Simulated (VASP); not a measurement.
Input of a VASP 6.6.1 run:

INCAR

```
ALGO = Normal
EDIFF = 1E-7
ENCUT = 520
GGA = PE
ISIF = 2
ISMEAR = -1
LASPH = T
LCHARG = T
LELF = T
LREAL = F
LVHAR = T
LWAVE = F
NBANDS = 32
NELM = 60
PREC = Accurate
SIGMA = 0.1
```

Contents of KPOINTS:

```
k-points
0
Gamma
  17 17 10
```

File POSCAR:

```
Lu
1.0
    3.5982143855      0.0000000000      0.0000000000
   -1.7991071928      3.1161450661      0.0000000000
    0.0000000000      0.0000000000      5.6196193335
Lu
2
Direct
    0.3333333333      0.6666666667      0.2500000000
    0.6666666667      0.3333333333      0.7500000000
```

Potentials or basis: VASP PAW PBE potentials, release 64 (Lu).

Launch:

```bash
$ cat potpaw_PBE.64/Lu/POTCAR > POTCAR
$ mpirun -np 1 vasp_std > vasp.out
```

Q: Predict the band gap on the k mesh.

A: Zero (bands 25 and 26 overlap by 1.72 eV).

Q: Predict the pressure.

A: -3.0 GPa.

Stress tensor (GPa, compression positive):
```
-3.06  0.00  0.00
 0.00 -3.06  0.00
 0.00  0.00 -2.83
```

Caveat: spin-orbit coupling is left out, which moves the levels of the heavy elements.
